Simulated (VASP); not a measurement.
Crystal: Pt.

```xyz
1
Lattice="0.0000 1.9609 1.9609 1.9609 0.0000 1.9609 1.9609 1.9609 0.0000" Properties=species:S:1:pos:R:3 pbc="T T T"
Pt    0.0000    0.0000    0.0000
```

| Property | Result |
| --- | --- |
| Program | VASP 6.6.1 |
| Task | relaxation of volume and atoms at fixed shape |
| Functional | LDA |
| Potentials or basis | VASP PAW LDA potentials, release 64 (Pt) |
| Cutoff | 600 eV |
| k mesh | 10 × 10 × 10 |
| Occupations | gaussian, width 0.1 eV |
| Spin | no spin polarisation |

At the start: pressure -5.3 GPa; volume 15.08 Å³/atom.

Q: How do energy, volume and symmetry change on relaxing?

A: Over 3 steps the energy falls by 4.6 meV/atom and the volume is 14.81 Å³/atom (-1.8 %); space group Fm-3m (No. 225, to 0.1 Å) before and after.

Step by step:
```csv
step,energy change (eV),largest force (eV/Å),pressure (GPa),volume (Å³)
1,0.0000,0.0000,-5.33,15.08
2,0.0415,0.0000,19.68,14.01
3,-0.0046,0.0000,-0.13,14.81
```

Final structure:
```
CELL_PARAMETERS angstrom
0.00000 1.94929 1.94929
1.94929 0.00000 1.94929
1.94929 1.94929 0.00000
ATOMIC_POSITIONS crystal
Pt 0.00000 0.00000 0.00000
```
